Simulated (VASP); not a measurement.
Ti, 3 atoms in the cell. It takes space group P6/mmm (No. 191, hexagonal). Conventional cell: a = 4.600 Å, b = 4.600 Å, c = 2.820 Å, α = 90.00°, β = 90.00°, γ = 120.00°. Within 3.7 Å of Ti (site symmetry 6/mmm) lie 14 Ti at 2.82 to 3.01 Å. Within 3.5 Å of Ti (site symmetry -6m2) lie 11 Ti at 2.66 to 3.01 Å. This isn't the form of Ti at room conditions, which is hcp.

| Item | Value |
| --- | --- |
| Program | VASP 6.6.1 |
| Task | relaxation of cell and atoms |
| Functional | LDA |
| Potentials or basis | VASP PAW LDA potentials, release 64 (Ti_sv) |
| Cutoff | 600 eV |
| k mesh | 7 × 7 × 10 |
| Occupations | methfessel-paxton, width 0.1 eV |
| Spin | no spin polarisation |
| Dipole correction | no |
| Further INCAR settings | ALGO = Normal; EDIFF = 1e-07; IBRION = 2; EDIFFG = -0.01; NSW = 80; ISIF = 3 |

Potentials or basis: VASP PAW LDA potentials, release 64 (Ti_sv).

Command:

```sh
$ cat potpaw_LDA.64/Ti_sv/POTCAR > POTCAR
$ mpirun -np 1 vasp_std > vasp.out
```

Hardware: 1 thread of Intel(R) Xeon(R) 6975P-C (Granite Rapids) (shared host).

Problem. Estimate the wall time of this run.

Solution. Wall time 2.6 min on 1 thread of Intel(R) Xeon(R) 6975P-C (Granite Rapids), on a shared host, peak memory 0.2 GiB. Counts: scf iterations 88, k points 48, ion steps 8.
